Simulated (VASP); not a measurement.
**LiBe2S3: single point with PBE**

Crystal: LiBe2S3.

```xyz
6
Lattice="3.3399 0.0000 0.0000 -1.6700 2.8925 0.0000 0.0000 0.0000 8.1866" Properties=species:S:1:pos:R:3 pbc="T T T"
Li    0.0000    0.0000    4.0933
Be    1.6700    0.9642    1.1300
Be    0.0000    1.9283    7.0566
S     0.0000    0.0000    0.0000
S     0.0000    1.9283    2.2600
S     1.6700    0.9642    5.9266
```

- Program: VASP 6.6.1
- Task: single point
- Functional: PBE
- Potentials or basis: VASP PAW PBE potentials, release 64 (Li_sv, Be, S)
- Cutoff: 520 eV
- k mesh: 6 × 6 × 2
- Occupations: gaussian, width 0.1 eV
- Spin: no spin polarisation
- Dipole correction: no
- Further INCAR settings: ALGO = Normal; EDIFF = 1e-07; NBANDS = 22

- Largest force: 1.665 eV/Å
- Band gap on the k mesh: zero (an odd number of electrons rules out a gap without spin polarisation)

Forces on the atoms (eV/Å):
```
Li   0.000  0.000  0.000
Be   0.000  0.000  1.665
Be   0.000  0.000 -1.665
S    0.000  0.000  0.000
S    0.000  0.000  1.347
S    0.000  0.000 -1.347
```

Levels at points of the mesh, in eV from the Fermi level:
```csv
k point,band 10,band 11,band 12,band 13,band 14,band 15,band 16,band 17
"(0.00, 0.00, 0.00)",-0.29,0.00,0.00,0.47,3.28,4.01,4.01,5.87
"(0.50, 0.00, 0.00)",-2.20,-1.63,-0.96,-0.27,1.75,4.51,4.95,5.53
"(0.00, 0.00, 0.50)",-0.26,-0.26,-0.03,-0.03,3.36,3.97,3.97,6.18
"(0.50, 0.00, 0.50)",-2.47,-1.74,-0.09,-0.03,1.72,4.65,4.97,5.53
```

Wall time 52 s on 1 thread of Intel Xeon 8259CL, on a shared host, peak memory 0.21 GiB.

Caveat: the k points lie up to 0.38 Å⁻¹ apart, too coarse for converged energies and pressures of a metal; forces of over 1 eV/Å act on the atoms, so gaps and moduli don't describe the material at rest.
